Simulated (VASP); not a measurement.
Wanted: the native input for a VASP 6.6.1 run.

| Quantity | Value |
| --- | --- |
| Task | single point |
| Functional | r2SCAN |
| Potentials or basis | VASP PAW PBE potentials, release 64 (C, Ti_sv, O) |
| Cutoff | 520 eV |
| k mesh | 12 × 12 × 1 |
| Occupations | gaussian, width 0.1 eV |
| Spin | no spin polarisation |
| Dipole correction | yes |
| Further INCAR settings | ALGO = Normal; EDIFF = 1e-06; NBANDS = 48 |

System: Ti4C5O, a slab with vacuum.

```xyz
10
Lattice="3.0604 0.0000 0.0000 -1.5302 2.6503 0.0000 0.0000 0.0000 28.9951" Properties=species:S:1:pos:R:3 pbc="T T T"
C     0.0000    1.7669    8.5000
C     0.0000    0.0000   10.9988
C     1.5302    0.8834   13.4959
C     0.0000    1.7669   16.0303
C     0.0000    0.0000   18.7020
Ti    1.5302    0.8834    9.7494
Ti    0.0000    1.7669   12.2482
Ti    0.0000    0.0000   14.7134
Ti    1.5302    0.8834   17.1404
O     0.0000    0.0000   19.8667
```

The input as run:

POSCAR

```
Ti4C5O
1.0
    3.0603581490      0.0000000000      0.0000000000
   -1.5301790745      2.6503479017      0.0000000000
    0.0000000000      0.0000000000     28.9950878602
C Ti O
5 4 1
Direct
    0.3333333333      0.6666666667      0.2931531037
    0.0000000000      0.0000000000      0.3793322516
    0.6666666667      0.3333333333      0.4654530892
    0.3333333333      0.6666666667      0.5528628035
    0.0000000000      0.0000000000      0.6450049897
    0.6666666667      0.3333333333      0.3362426777
    0.3333333333      0.6666666667      0.4224218256
    0.0000000000      0.0000000000      0.5074440294
    0.6666666667      0.3333333333      0.5911476200
    0.0000000000      0.0000000000      0.6851746107
```

INCAR.step1

```
SYSTEM = Ti4C5O
ALGO = Normal
DIPOL = 0.5 0.5 0.488
EDIFF = 1E-4
ENCUT = 520
GGA = PE
IDIPOL = 3
ISMEAR = 0
LASPH = .True.
LCHARG = .False.
LDIPOL = .True.
LREAL = .False.
LWAVE = .True.
NBANDS = 48
NELM = 80
PREC = Accurate
SIGMA = 0.1
```

INCAR.step2

```
SYSTEM = Ti4C5O
ALGO = Normal
DIPOL = 0.5 0.5 0.488
EDIFF = 1E-6
ENCUT = 520
IDIPOL = 3
ISIF = 2
ISMEAR = 0
ISTART = 1
LASPH = .True.
LCHARG = .True.
LDIPOL = .True.
LELF = .True.
LMIXTAU = .True.
LREAL = .False.
LVACPOTAV = .True.
LVHAR = .True.
LWAVE = .False.
METAGGA = R2SCAN
NBANDS = 48
NELM = 80
PREC = Accurate
SIGMA = 0.1
```

KPOINTS

```
k-points
0
Gamma
  12 12 1
  0 0 0
```

Potentials or basis: VASP PAW PBE potentials, release 64 (C, Ti_sv, O).

Command:

```console
$ cat potpaw_PBE.64/C/POTCAR potpaw_PBE.64/Ti_sv/POTCAR potpaw_PBE.64/O/POTCAR > POTCAR
$ cp INCAR.step1 INCAR
$ mpirun -np 1 vasp_std > vasp.out
$ cp INCAR.step2 INCAR
$ mpirun -np 1 vasp_std > vasp.out
```

Results of the run:

```yaml
Largest_force: 1.017 eV/Å
Band_gap_on_the_k_mesh: zero (bands 37 and 38 overlap by 0.69 eV)
```

Caveat: the PAW data sets were made with another functional, which shifts forces and pressure a little.

Run time: 48 min on 1 thread of Oxide Virtual Turin-like Processor, with other jobs on the host, peak memory 0.44 GiB.
